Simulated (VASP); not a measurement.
**AlN: relaxation of cell and atoms with r2SCAN**

The system is AlN.

```xyz
2
Lattice="2.7836 0.0000 0.0000 0.0000 2.7836 0.0000 0.0000 0.0000 2.7836" Properties=species:S:1:pos:R:3 pbc="T T T"
Al    0.0000    0.0000    0.0000
N     1.3918    1.3918    1.3918
```

```
Program                : VASP 6.6.1
Task                   : relaxation of cell and atoms
Functional             : r2SCAN
Potentials or basis    : VASP PAW PBE potentials, release 64 (Al, N)
Cutoff                 : 600 eV
k mesh                 : 6 × 6 × 6
Occupations            : gaussian, width 0.1 eV
Spin                   : no spin polarisation
Dipole correction      : no
Further INCAR settings : ALGO = Normal; EDIFF = 1e-06; IBRION = 2; EDIFFG = -0.04; NSW = 90; ISIF = 3
```

```json
{"Relaxed volume": "8.61 Å³/atom", "Relaxed cell": "a = 2.582 Å, b = 2.582 Å, c = 2.582 Å, α = 90.00°, β = 90.00°, γ = 90.00°", "Space group after relaxing (to 0.05 Å)": "Pm-3m (No. 221)", "Energy gained by relaxing": "255.5 meV/atom", "Ionic steps": "3", "Pressure after relaxing": "-0.2 GPa", "Band gap on the k mesh": "zero (band 4 reaches 11.46 eV, above the bottom of band 5 at 10.60 eV)"}
```

Step by step:
| step | energy change (eV) | largest force (eV/Å) | pressure (GPa) | volume (Å³) |
| --- | --- | --- | --- | --- |
| 1 | 0.0000 | 0.0000 | -30.80 | 21.57 |
| 2 | -0.4087 | 0.0000 | 23.98 | 15.72 |
| 3 | -0.5110 | 0.0000 | -0.17 | 17.22 |

Final structure:
```
Al N
1.0
     2.58208    0.00000    0.00000
     0.00000    2.58208    0.00000
     0.00000    0.00000    2.58208
Al N
1 1
Direct
  0.00000 0.00000 0.00000
  0.50000 0.50000 0.50000
```

Levels at points of the mesh, in eV from the Fermi level:
```csv
k point,band 1,band 2,band 3,band 4,band 5,band 6,band 7,band 8
"(0.00, 0.00, 0.00)",-19.86,-1.94,-1.94,-1.94,1.33,6.47,6.47,17.13
"(0.50, 0.00, 0.00)",-17.11,-11.00,-0.83,-0.83,5.11,8.32,10.37,12.69
"(0.50, 0.50, 0.00)",-14.94,-8.04,-8.04,-1.39,0.32,10.41,10.41,12.79
"(0.50, 0.50, 0.50)",-13.01,-5.62,-5.62,-5.62,1.52,1.52,1.52,8.80
```

Run time: 48 s on 1 thread of Intel(R) Xeon(R) Platinum 8488C (Sapphire Rapids), with other jobs on the host, peak memory 0.14 GiB.

Caveat: the k points lie up to 0.41 Å⁻¹ apart in the final cell; the volume moved by over 15 % at a fixed basis, so the end points are rough; the PAW data sets were made with another functional, which shifts forces and pressure a little.
